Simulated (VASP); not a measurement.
Input of a VASP 6.6.1 run:

The input INCAR:

```
PREC = Accurate
ENCUT = 520
EDIFF = 1E-7
ISMEAR = -1
SIGMA = 0.1
LREAL = F
LASPH = T
NELM = 80
ALGO = Normal
ISIF = 2
LWAVE = F
LCHARG = T
GGA = PS
LELF = T
LVHAR = T
NBANDS = 13
```

Contents of KPOINTS:

```
Automatic mesh
0
Gamma
  13 13 13
```

Contents of POSCAR:

```
Sn
1.0
    0.0000000000      2.3029262023      2.3029262023
    2.3029262023      0.0000000000      2.3029262023
    2.3029262023      2.3029262023      0.0000000000
Sn
1
Direct
    0.0000000000      0.0000000000      0.0000000000
```

Potentials or basis: VASP PAW PBE potentials, release 64 (Sn_d).

The run is started by

```bash
$ cat potpaw_PBE.64/Sn_d/POTCAR > POTCAR
$ mpirun -np 1 vasp_std > vasp.out
```

(1) What does it give for the band gap on the k mesh?

(2) Predict the pressure.

Answers

(1) zero (band 7 reaches 17.94 eV, above the bottom of band 8 at 7.17 eV).

(2) 5.2 GPa.

Caveat: the PAW data sets were made with another functional, which shifts forces and pressure a little; spin-orbit coupling is left out, which moves the levels of the heavy elements.
